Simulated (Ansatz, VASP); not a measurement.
**SrTlI3 in VASP and in Ansatz**

File POSCAR:

```
SrTlI3
1.0
    6.3924481500      0.0000000000      0.0000000000
    0.0000000000      6.3924481500      0.0000000000
    0.0000000000      0.0000000000      6.3466238156
Tl Sr I
1 1 3
Direct
    0.0000000000      0.0000000000      0.0000000000
    0.5000000000      0.5000000000      0.5000000000
    0.5000000000      0.5000000000      0.0000000000
    0.5000000000      0.0000000000      0.5000000000
    0.0000000000      0.5000000000      0.5000000000
```

Contents of INCAR.step1:

```
PREC = Accurate
ENCUT = 520
EDIFF = 1E-5
ISMEAR = 0
SIGMA = 0.01
LREAL = False
LASPH = True
NELM = 60
ALGO = Normal
ISIF = 2
LWAVE = True
GGA = PE
NBANDS = 30
```

The input INCAR.step2:

```
PREC = Accurate
ENCUT = 520
EDIFF = 1E-6
ISMEAR = 0
SIGMA = 0.01
LREAL = False
LASPH = True
NELM = 60
ALGO = Normal
ISIF = 2
LWAVE = False
LCHARG = True
GGA = PE
LHFCALC = True
HFSCREEN = 0.2079
PRECFOCK = Fast
LELF = True
LVHAR = True
ISTART = 1
NBANDS = 30
```

Contents of KPOINTS:

```
Automatic mesh
0
Gamma
  2 2 2
```

Input for Ansatz:

```yaml
crystal:
  lattice:
    - [6.39244815, 0.0, 0.0]
    - [0.0, 6.39244815, 0.0]
    - [0.0, 0.0, 6.3466238156]
  atoms:
    - { symbol: Tl, position: [0.0, 0.0, 0.0] }
    - { symbol: Sr, position: [0.5, 0.5, 0.5] }
    - { symbol: I, position: [0.5, 0.5, 0.0] }
    - { symbol: I, position: [0.5, 0.0, 0.5] }
    - { symbol: I, position: [0.0, 0.5, 0.5] }
kpoints:
  mp_grid: { grid: [2, 2, 2] }
  band_path:
    path:
      - [0.0, 0.0, 0.0]
      - [0.0, 0.5, 0.0]
      - [0.5, 0.5, 0.0]
      - [0.5, 0.5, 0.5]
      - [0.0, 0.0, 0.5]
    npoints: 1
hamiltonian:
  xc: hse06
scf:
  occupations: { method: fixed }
  n_extra_bands: 5
output:
  forces: true
  stress: true
  eigenvalues: true
```

Change from the starting cell: epitaxial_xy strain +0.5%.

Alike in both runs: task single point; functional HSE06; k mesh 2 × 2 × 2; no spin polarisation.

```csv
,VASP,Ansatz
version,VASP 6.6.1,Ansatz 0.2.0
potentials or method,"VASP PAW PBE potentials, release 64 (Tl_d, Sr_sv, I)","plane waves, PAW"
plane-wave cutoff (eV),520,420
occupations,"gaussian, width 0.01 eV",fixed
valence electrons in the cell,44,74
```

VASP gave:

```
gap on the k mesh at the Fermi level (eV)                     : 3.41
pressure (GPa)                                                : 0.2
traceless stress, the component that is largest in VASP (GPa) : 0.16
```

Estimate Ansatz's values.

gap on the k mesh at the Fermi level (eV): 3.40; pressure (GPa): 0.2; traceless stress, the component that is largest in VASP (GPa): 0.16.

VASP's potentials hold 44 valence electrons a cell and Ansatz's 74, so a difference there can come from the potentials and not from the codes. Ansatz's warnings: stress exchange threshold loose, stress scf threshold loose.

The k mesh is coarse, so the values compare programs but aren't converged. Neither program's run includes spin-orbit coupling.
